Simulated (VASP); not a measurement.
# Mg64Si32O (a cell with a defect) in VASP: relaxation of the atoms with PBEsol

Aim: the relaxation of the atoms of Mg64Si32O (a cell with a defect) with PBEsol.

Everything below comes from runs of VASP 6.6.1. Logs are shortened: lines on timing, memory, paths and dates and some standing lists are left out, and cuts for length are marked.

### Step 1. The cell of the first run

The cell holds a defect, 97 atoms: a = 12.649 Å, b = 12.649 Å, c = 12.649 Å, α = 90.00°, β = 90.00°, γ = 90.00°.

### Step 2. Relaxation of the atoms, PBEsol

Input file INCAR:

```
ALGO = Normal
EDIFF = 1E-7
EDIFFG = -0.03
ENCUT = 520
GGA = PS
GGA_COMPAT = F
IBRION = 2
ISIF = 2
ISMEAR = -1
ISYM = -1
KPAR = 1
LASPH = T
LCHARG = F
LREAL = Auto
LWAVE = F
NELM = 120
NELMIN = 4
NSW = 100
PREC = Accurate
SIGMA = 0.05
```

Input file KPOINTS:

```
explicit points
1
Reciprocal
  0.25000000   0.25000000   0.25000000 1
```

Input file POSCAR:

```
Mg64Si32O
1.0
   12.6494980000      0.0000000000      0.0000000000
    0.0000000000     12.6494980000      0.0000000000
    0.0000000000      0.0000000000     12.6494980000
Mg Si O
64 32 1
Direct
    0.3753900000      0.1249530000      0.1233310000
    0.3746150000      0.1233440000      0.6251300000
    0.3728630000      0.6250250000      0.1247990000
    0.3753080000      0.6245460000      0.6219800000
    0.8732630000      0.1228790000      0.1247180000
    0.8743700000      0.1236760000      0.6246030000
    0.8771610000      0.6249710000      0.1265190000
    0.8754400000      0.6271900000      0.6247320000
    0.1237240000      0.3735000000      0.1258210000
    0.1233930000      0.3725300000      0.6260000000
    0.1241940000      0.8761120000      0.1256490000
    0.1281350000      0.8770860000      0.6263560000
    0.6242100000      0.3745360000      0.1234280000
    0.6268790000      0.3747330000      0.6251510000
    0.6232380000      0.8734960000      0.1262150000
    0.6242560000      0.8728590000      0.6262860000
    0.1234340000      0.1260800000      0.3763650000
    0.1269400000      0.1254580000      0.8738860000
    0.1232270000      0.6249580000      0.3739960000
    0.1255480000      0.6261540000      0.8725980000
    0.6257850000      0.1262290000      0.3766950000
    0.6254520000      0.1260910000      0.8734350000
    0.6247790000      0.6232440000      0.3735390000
    0.6266600000      0.6223130000      0.8725040000
    0.1234980000      0.1240520000      0.1268060000
    0.1262230000      0.1256670000      0.6228500000
    0.1230370000      0.6218050000      0.1255700000
    0.1249090000      0.6248590000      0.6254510000
    0.6232540000      0.1228590000      0.1244500000
    0.6237380000      0.1224720000      0.6245340000
    0.6233110000      0.6252020000      0.1251190000
    0.6231890000      0.6246040000      0.6273870000
    0.3752800000      0.3731440000      0.3734470000
    0.3735890000      0.3741580000      0.8738750000
    0.3737590000      0.8735720000      0.3758130000
    0.3754600000      0.8765290000      0.8753540000
    0.8761240000      0.3772920000      0.3738620000
    0.8753150000      0.3727120000      0.8753900000
    0.8739910000      0.8741980000      0.3750890000
    0.8746650000      0.8785690000      0.8771260000
    0.3743480000      0.3732180000      0.1254910000
    0.3745500000      0.3761840000      0.6247780000
    0.3765490000      0.8746500000      0.1227690000
    0.3763560000      0.8774600000      0.6227300000
    0.8752090000      0.3715730000      0.1252590000
    0.8756850000      0.3754090000      0.6248150000
    0.8733940000      0.8741670000      0.1268250000
    0.8739170000      0.8753650000      0.6253200000
    0.3774690000      0.1266150000      0.3743290000
    0.3747010000      0.1240510000      0.8742550000
    0.3742380000      0.6228400000      0.3764130000
    0.3713560000      0.6251390000      0.8757200000
    0.8759680000      0.1240570000      0.3765150000
    0.8756900000      0.1233850000      0.8725080000
    0.8727790000      0.6262680000      0.3721760000
    0.8744960000      0.6273520000      0.8772810000
    0.1231900000      0.3728990000      0.3735480000
    0.1241660000      0.3733280000      0.8759690000
    0.1243410000      0.8778730000      0.3740680000
    0.1263570000      0.8752480000      0.8729430000
    0.6265500000      0.3742700000      0.3745720000
    0.6246310000      0.3756330000      0.8753460000
    0.6237700000      0.8718660000      0.3758140000
    0.6244540000      0.8719470000      0.8767350000
    0.9993380000      0.0011030000      0.0009790000
    0.9992760000      0.0002200000      0.5006420000
    0.9998470000      0.4974290000      0.9977270000
    0.9990970000      0.5014100000      0.5011720000
    0.4993510000      0.9986610000      0.9996640000
    0.4984360000      0.9972140000      0.4961000000
    0.5004270000      0.4981340000      0.0013180000
    0.5022740000      0.4983770000      0.4973110000
    0.2496010000      0.2500150000      0.0021860000
    0.2500880000      0.2482940000      0.5011430000
    0.2491840000      0.7499130000      0.0003450000
    0.2497730000      0.7493560000      0.4999620000
    0.7526110000      0.2514220000      0.9998300000
    0.7477150000      0.2511950000      0.4991140000
    0.7513970000      0.7489990000      0.0011370000
    0.7518700000      0.7517310000      0.5001920000
    0.2504970000      0.9988840000      0.2494920000
    0.2495660000      0.0003570000      0.7489130000
    0.2483400000      0.5013840000      0.2484010000
    0.2488890000      0.4980920000      0.7511860000
    0.7493450000      0.0032690000      0.2509230000
    0.7543410000      0.9993460000      0.7499200000
    0.7511600000      0.4996690000      0.2488090000
    0.7528080000      0.5001550000      0.7503860000
    0.0014200000      0.2480290000      0.2475960000
    0.0004590000      0.2499340000      0.7477530000
    0.9997110000      0.7498190000      0.2477790000
    0.9998150000      0.7500550000      0.7493230000
    0.5005370000      0.2496140000      0.2476030000
    0.5002580000      0.2502280000      0.7495700000
    0.4997800000      0.7482770000      0.2521050000
    0.5010660000      0.7499480000      0.7518300000
    0.4986860000      0.4991430000      0.6854750000
```

Potentials or basis: VASP PAW PBE potentials, release 64 (Mg, Si, O).

Run with:

```bash
> cat potpaw_PBE.64/Mg/POTCAR potpaw_PBE.64/Si/POTCAR potpaw_PBE.64/O/POTCAR > POTCAR
> mpirun -np 4 vasp_std > vasp.out
```

OUTCAR:

```text
EDIFF = 1E-7
   EDIFFG = -0.03
   ENCUT = 520
   GGA = PS
   IBRION = 2
   ISIF = 2
   ISMEAR = -1
   ISYM = -1
   LASPH = T
   LREAL = Auto
   NELM = 120
   NELMIN = 4
   NSW = 100
   PREC = Accurate

 ion  position               nearest neighbor table
   1  0.375  0.125  0.123-  73 2.72  69 2.73  93 2.73  81 2.75  29 3.14  41 3.14  50 3.15  43 3.17
                            49 3.18  25 3.19
   2  0.375  0.123  0.625-  82 2.72  74 2.73  94 2.75  70 2.77  44 3.11  26 3.14  30 3.15  50 3.15
                            49 3.17  42 3.20
   3  0.373  0.625  0.125-  83 2.72  75 2.72  95 2.76  71 2.76  52 3.15  43 3.16  27 3.16  31 3.17
                            51 3.18  41 3.19
   4  0.375  0.625  0.622-  97 2.37  76 2.72  72 2.76  96 2.78  84 2.79  51 3.11  32 3.14  42 3.14
                            28 3.17  44 3.20  52 3.21
   5  0.873  0.123  0.125-  85 2.70  65 2.71  77 2.73  89 2.75  45 3.15  47 3.15  29 3.16  25 3.17
                            53 3.19  54 3.19
   6  0.874  0.124  0.625-  86 2.70  66 2.72  90 2.74  78 2.77  54 3.14  53 3.14  48 3.14  30 3.17
                            46 3.18  26 3.19
   7  0.877  0.625  0.127-  91 2.69  87 2.73  79 2.74  67 2.77  55 3.11  27 3.11  47 3.15  56 3.15
                            45 3.21  31 3.21
   8  0.875  0.627  0.625-  92 2.72  80 2.72  68 2.72  88 2.74  48 3.14  28 3.16  46 3.18  32 3.19
                            56 3.19  55 3.19
   9  0.124  0.373  0.126-  89 2.70  73 2.72  83 2.74  67 2.75  57 3.13  27 3.14  45 3.14  25 3.16
[... 171 lines left out ...]
  95  0.500  0.748  0.252-  63 2.71  23 2.71  31 2.73  15 2.74  35 2.74  51 2.74   3 2.76  43 2.77

  96  0.501  0.750  0.752-  64 2.70  16 2.71  32 2.72  24 2.73  36 2.74  52 2.76   4 2.78  44 2.79

  97  0.499  0.499  0.685-  42 2.34  32 2.35   4 2.37  72 2.38  14 2.39

IMPORTANT INFORMATION: All symmetrisations will be switched off!
NOSYMM: (Re-)initialisation of all symmetry stuff for point group C_1.

----------------------------------------------------------------------------------------

                                     Primitive cell

  volume of cell :    2024.0436

  direct lattice vectors                    reciprocal lattice vectors
    12.649498000  0.000000000  0.000000000     0.079054521  0.000000000  0.000000000
     0.000000000 12.649498000  0.000000000     0.000000000  0.079054521  0.000000000
     0.000000000  0.000000000 12.649498000     0.000000000  0.000000000  0.079054521

  length of vectors
    12.649498000 12.649498000 12.649498000     0.079054521  0.079054521  0.079054521

  position of ions in fractional coordinates (direct lattice)
     0.375390000  0.124953000  0.123331000
     0.374615000  0.123344000  0.625130000
     0.372863000  0.625025000  0.124799000
     0.375308000  0.624546000  0.621980000
     0.873263000  0.122879000  0.124718000
     0.874370000  0.123676000  0.624603000
[... 89 lines left out ...]
     0.501066000  0.749948000  0.751830000
     0.498686000  0.499143000  0.685475000

  ion indices of the primitive-cell ions
   primitive index   ion index
                 1           1
                 2           2
                 3           3
                 4           4
                 5           5
                 6           6
[... 89 lines left out ...]
                96          96
                97          97

----------------------------------------------------------------------------------------

 KPOINTS: explicit points

Read explicit list of k-points.
   k-points           NKPTS =      1   k-points in BZ     NKDIM =      1   number of bands    NBANDS=    180
   number of dos      NEDOS =    301   number of ions     NIONS =     97
   total plane-waves  NPLWV = 884736
   dimension x,y,z NGX =    96 NGY =   96 NGZ =   96
[... 20 lines left out ...]
   ISIF   =      2    stress and relaxation
   ISYM   =     -1    0-nonsym 1-usesym 2-fastsym
   POTIM  = 0.5000    time-step for ionic-motion
   TEBEG  =    0.0;   TEEND  =   0.0 temperature during run
   PSTRESS=    0.0 pullay stress
   NELECT =     262.0000    total number of electrons
   NUPDOWN=      -1.0000    fix difference up-down
   EMIN   =  10.00;   EMAX   =-10.00  energy-range for DOS
   EFERMI =   0.00;   METHOD = LEGACY
   ISMEAR =    -1;   SIGMA  =   0.05  broadening in eV -4-tet -1-fermi 0-gaus
   EFERMI_NEDOS =   21; number of points for ismear=-14 and -15
   IALGO  =     38    algorithm
   IMIX   =      4    mixing-type and parameters
     AMIX     =   0.40;   BMIX     =  1.00
     AMIX_MAG =   1.60;   BMIX_MAG =  1.00
  volume/ion in A,a.u.               =      20.87       140.81
  Fermi-wavevector in a.u.,A,eV,Ry     =   0.828137  1.564951  9.331014  0.685810
  Thomas-Fermi vector in A             =   1.940461
   LORBIT       =      0    0 simple, 1 ext, 2 COOP (PROOUT), +10 PAW based schemes
   GGA     = PS    functional components
   LHFCALC =     F    Hartree Fock is set to
   AEXX    =    0.0000 exact exchange contribution
   IVDW    =     0    specifies the selected vdW correction
   LEPSILON=     F    determine dielectric tensor
   LRPA    =     F    only Hartree local field effects (RPA)
 conjugate gradient relaxation of ions
 non-spin polarized calculation
  energy-cutoff  :      520.00
  volume of cell :     2024.04
 maximum number of plane-waves:     54486
 NGX is ok and might be reduce to    96
   NGX = 47   NGY = 47   NGZ = 47

--------------------------------------- Ionic step        1  -------------------------------------------

 number of electron     261.9999999 magnetization

 Free energy of the ion-electron system (eV)
  ---------------------------------------------------
  ext. energy  EPLUGINS =         0.00000000
  ---------------------------------------------------
  free energy    TOTEN  =      -315.84549873 eV

  energy without entropy =     -315.77921334  energy(sigma->0) =     -315.81235603

------------------------ aborting loop because EDIFF is reached ----------------------------------------

  FORCE on cell =-STRESS in cart. coord.  units (eV):
  Direction    XX          YY          ZZ          XY          YZ          ZX
  --------------------------------------------------------------------------------------
  -------------------------------------------------------------------------------------
  Total        0.7796267      0.9775676     -4.4189881     -5.3860946     -4.2903454     -4.4008363
  in kB        0.6171311      0.7738156     -3.4979496     -4.2634845     -3.3961195     -3.4835811
  external PRESSURE =      -0.7023343 kB  Pullay stress =       0.0000000 kB
[... 374 lines left out ...]
  FREE ENERGIE OF THE ION-ELECTRON SYSTEM (eV)
  ---------------------------------------------------
  free  energy   TOTEN  =      -317.2457929793 eV

  energy  without entropy=     -317.2339302790  energy(sigma->0) =     -317.23986163

[... ionic steps 4 to 17 ...]

--------------------------------------- Ionic step       18  -------------------------------------------

 number of electron     261.9999998 magnetization

------------------------ aborting loop because EDIFF is reached ----------------------------------------
[... 257 lines left out ...]
--------------------------------------- Ionic step       20  -------------------------------------------

 number of electron     261.9999997 magnetization

 Free energy of the ion-electron system (eV)
  ---------------------------------------------------
  ext. energy  EPLUGINS =         0.00000000
  ---------------------------------------------------
  free energy    TOTEN  =      -317.86650800 eV

  energy without entropy =     -317.85488120  energy(sigma->0) =     -317.86069460

 E-fermi :   3.7570     XC(G=0):  -8.9370

 val. band max:        3.5098774903   @ k =   0.2500   0.2500   0.2500
 cond. band min:       3.9986041069   @ k =   0.2500   0.2500   0.2500
 fundamental gap:      0.4887266166
 Fermi energy:         3.7569851811

 k-point     1 :       0.2500    0.2500    0.2500
  band No.  band energies     occupation
      1     -16.3715      2.00000
      2      -5.3613      2.00000
      3      -5.0584      2.00000
      4      -5.0174      2.00000
      5      -4.9594      2.00000
      6      -4.7539      2.00000
[... 135 lines left out ...]
    142       4.9589      0.00000
    143       5.0027      0.00000
 [bands above 143 left out]

------------------------ aborting loop because EDIFF is reached ----------------------------------------

  FORCE on cell =-STRESS in cart. coord.  units (eV):
  Direction    XX          YY          ZZ          XY          YZ          ZX
  --------------------------------------------------------------------------------------
  -------------------------------------------------------------------------------------
  Total        0.8337393      0.8190691      2.1828445     -4.9229126     -5.2516947     -5.2526133
  in kB        0.6599651      0.6483526      1.7278797     -3.8968424     -4.1570972     -4.1578244
  external PRESSURE =       1.0120658 kB  Pullay stress =       0.0000000 kB
[... 112 lines left out ...]
  FREE ENERGIE OF THE ION-ELECTRON SYSTEM (eV)
  ---------------------------------------------------
  free  energy   TOTEN  =      -317.8665079970 eV

  energy  without entropy=     -317.8548811959  energy(sigma->0) =     -317.86069460

 reached required accuracy - stopping structural energy minimisation
```

It took 48 min on 4 MPI ranks of Intel Xeon Platinum 8488C (Sapphire Rapids), shared host; peak memory 0.69 GiB.

What came out:

* Free energy: -317.8665 eV
* Energy gained by relaxing: 20.8 meV/atom
* Ionic steps: 20
* Pressure after relaxing: 0.1 GPa
* Largest force after relaxing: 0.022 eV/Å

Forces in eV/Å, atoms in the order of the input:
```
Mg   0.003  0.005 -0.001
Mg   0.001  0.000  0.001
Mg   0.003 -0.001 -0.010
Mg   0.006 -0.007  0.001
Mg   0.003 -0.001  0.003
Mg  -0.003  0.006  0.003
Mg  -0.005 -0.005 -0.003
Mg   0.003  0.000 -0.001
Mg   0.005  0.006 -0.001
Mg  -0.003  0.001 -0.001
Mg  -0.002  0.003  0.001
Mg   0.002 -0.002  0.002
Mg   0.000  0.003 -0.009
Mg  -0.008  0.004 -0.002
Mg   0.002 -0.002 -0.001
Mg   0.004  0.000  0.000
Mg   0.006  0.000  0.004
Mg  -0.002  0.000  0.001
Mg   0.001 -0.002  0.000
Mg  -0.003  0.005  0.000
Mg  -0.001  0.003  0.001
Mg   0.003  0.000 -0.002
Mg   0.005  0.003  0.004
Mg   0.001  0.001  0.003
Mg  -0.001 -0.004  0.005
Mg   0.003  0.005  0.005
Mg   0.005 -0.003 -0.003
Mg  -0.001 -0.004  0.001
Mg  -0.002  0.007 -0.002
Mg  -0.002  0.000  0.001
Mg   0.000 -0.004 -0.009
Mg   0.004  0.007 -0.009
Mg   0.006  0.009  0.005
Mg  -0.002 -0.003  0.006
Mg   0.003 -0.003  0.002
Mg   0.001 -0.002 -0.007
Mg  -0.002  0.007  0.005
Mg   0.003 -0.001 -0.004
Mg   0.003  0.008 -0.002
Mg   0.003  0.001  0.003
Mg  -0.001  0.003 -0.010
Mg  -0.007 -0.007  0.004
Mg   0.005 -0.006 -0.004
Mg   0.004 -0.002  0.001
Mg  -0.004  0.005 -0.004
Mg   0.000  0.004 -0.001
Mg   0.001  0.004  0.004
Mg   0.000 -0.001  0.005
Mg   0.003 -0.001 -0.002
Mg  -0.004 -0.003 -0.002
Mg   0.003 -0.001  0.004
Mg   0.001  0.000  0.003
Mg  -0.004  0.003  0.007
Mg   0.005 -0.001  0.002
Mg   0.002 -0.006 -0.004
Mg  -0.002  0.003 -0.002
Mg   0.002  0.008  0.003
Mg  -0.008 -0.008  0.002
Mg   0.003 -0.001  0.004
Mg  -0.002  0.001  0.001
Mg   0.000  0.003  0.005
Mg  -0.002 -0.004  0.001
Mg   0.001  0.001 -0.005
Mg   0.004 -0.004 -0.004
Si  -0.001 -0.001  0.014
Si   0.003 -0.002 -0.011
Si  -0.003 -0.002  0.010
Si   0.001  0.003 -0.019
Si  -0.002  0.001  0.016
Si   0.002  0.003 -0.018
Si  -0.004  0.000 -0.008
Si  -0.007 -0.008  0.020
Si  -0.002 -0.002  0.008
Si  -0.004 -0.005  0.004
Si   0.000 -0.004  0.008
Si  -0.004  0.003 -0.008
Si  -0.008  0.001  0.005
Si   0.002 -0.006 -0.008
Si  -0.002 -0.004  0.004
Si  -0.002  0.004  0.000
Si   0.002  0.006  0.006
Si   0.000  0.000  0.000
Si  -0.008  0.001 -0.001
Si  -0.009  0.002 -0.005
Si  -0.003 -0.004  0.000
Si  -0.005 -0.003  0.001
Si  -0.002  0.006  0.000
Si   0.005  0.001 -0.003
Si   0.000 -0.001 -0.001
Si   0.000 -0.002  0.005
Si   0.005  0.003 -0.001
Si   0.000  0.004  0.006
Si   0.008 -0.010 -0.003
Si   0.000 -0.008  0.001
Si   0.000 -0.001  0.002
Si  -0.002  0.004 -0.004
O   -0.009 -0.005 -0.014
```

The path:
| step | energy change (eV) | largest force (eV/Å) | pressure (GPa) |
| --- | --- | --- | --- |
| 1 | 0.0000 | 2.7685 | -0.07 |
| 2 | -0.6641 | 2.7841 | -0.07 |
| 3 | -1.4003 | 1.3016 | 0.10 |
| 4 | -1.4074 | 1.3177 | 0.06 |
| 5 | -1.7044 | 1.2587 | 0.08 |
| 6 | -1.7813 | 2.0421 | 0.14 |
| 7 | -1.9113 | 0.4638 | 0.08 |
| 8 | -1.9143 | 0.3269 | 0.08 |
| 9 | -1.9460 | 0.2282 | 0.09 |
| 10 | -1.9767 | 0.1515 | 0.10 |
| 11 | -1.9929 | 0.0920 | 0.10 |
| 12 | -2.0052 | 0.0579 | 0.10 |
| 13 | -2.0121 | 0.0428 | 0.10 |
| 14 | -2.0147 | 0.0505 | 0.10 |
| 15 | -2.0185 | 0.0360 | 0.10 |
| 16 | -2.0191 | 0.0564 | 0.10 |
| 17 | -2.0199 | 0.1182 | 0.11 |
| 18 | -2.0199 | 0.0816 | 0.10 |
| 19 | -2.0208 | 0.0311 | 0.10 |
| 20 | -2.0210 | 0.0224 | 0.10 |

Final structure:
```
Mg Si O
1.0
    12.64950    0.00000    0.00000
     0.00000   12.64950    0.00000
     0.00000    0.00000   12.64950
Mg Si O
64 32 1
Direct
  0.37523 0.12375 0.12525
  0.37562 0.12464 0.62626
  0.37476 0.62465 0.12575
  0.37927 0.61828 0.62897
  0.87513 0.12498 0.12584
  0.87512 0.12487 0.62564
  0.87539 0.62498 0.12500
  0.87417 0.62518 0.62603
  0.12403 0.37499 0.12523
  0.12496 0.37541 0.62626
  0.12520 0.87486 0.12588
  0.12508 0.87488 0.62568
  0.62492 0.37445 0.12574
  0.61862 0.37894 0.62920
  0.62512 0.87511 0.12498
  0.62541 0.87396 0.62604
  0.12613 0.12597 0.37586
  0.12477 0.12452 0.87551
  0.12451 0.62466 0.37626
  0.12410 0.62526 0.87607
  0.62490 0.12426 0.37621
  0.62556 0.12378 0.87613
  0.63154 0.63130 0.37453
  0.62502 0.62477 0.87547
  0.12466 0.12446 0.12600
  0.12540 0.12513 0.62555
  0.12404 0.62444 0.12487
  0.12527 0.62448 0.62648
  0.62464 0.12372 0.12485
  0.62471 0.12501 0.62648
  0.62480 0.62455 0.12541
  0.62097 0.62062 0.62416
  0.37334 0.37309 0.37092
  0.37458 0.37428 0.87819
  0.37524 0.87535 0.37659
  0.37457 0.87422 0.87497
  0.87553 0.37496 0.37655
  0.87448 0.37438 0.87496
  0.87562 0.87533 0.37586
  0.87508 0.87486 0.87558
  0.37451 0.37418 0.12535
  0.37580 0.37546 0.63316
  0.37509 0.87476 0.12530
  0.37518 0.87295 0.62597
  0.87503 0.37490 0.12527
  0.87320 0.37496 0.62597
  0.87481 0.87453 0.12547
  0.87607 0.87586 0.62546
  0.37565 0.12437 0.37585
  0.37414 0.12355 0.87595
  0.37102 0.62813 0.37297
  0.37456 0.62477 0.87655
  0.87446 0.12521 0.37578
  0.87493 0.12445 0.87540
  0.87631 0.62519 0.37622
  0.87430 0.62507 0.87474
  0.12458 0.37538 0.37577
  0.12390 0.37398 0.87585
  0.12539 0.87421 0.37583
  0.12466 0.87468 0.87541
  0.62827 0.37086 0.37291
  0.62508 0.37433 0.87663
  0.62538 0.87608 0.37620
  0.62529 0.87407 0.87473
  0.00002 0.99976 0.00074
  0.00125 0.00111 0.50021
  0.99880 0.49979 0.99930
  0.99967 0.49972 0.50198
  0.50000 0.99847 0.99925
  0.50001 0.99940 0.50197
  0.50012 0.49981 0.00116
  0.50298 0.50282 0.47590
  0.24917 0.24894 0.00113
  0.25294 0.25269 0.50209
  0.24963 0.74994 0.00078
  0.25053 0.74771 0.50332
  0.75026 0.24935 0.00084
  0.74787 0.25038 0.50330
  0.74998 0.74978 0.00050
  0.75196 0.75166 0.50204
  0.25014 0.99959 0.25102
  0.24972 0.99947 0.75007
  0.24798 0.49994 0.24851
  0.24838 0.49966 0.75298
  0.75011 0.00006 0.25046
  0.75041 0.99969 0.75033
  0.75099 0.50024 0.24974
  0.74917 0.49996 0.74978
  0.99991 0.24995 0.25105
  0.99977 0.24951 0.75001
  0.00021 0.74978 0.25047
  0.99987 0.75004 0.75028
  0.50009 0.24769 0.24853
  0.49994 0.24799 0.75303
  0.50055 0.75071 0.24976
  0.50025 0.74887 0.74973
  0.49098 0.49042 0.61771
```

Caveat: the PAW data sets were made with another functional, which shifts forces and pressure a little.
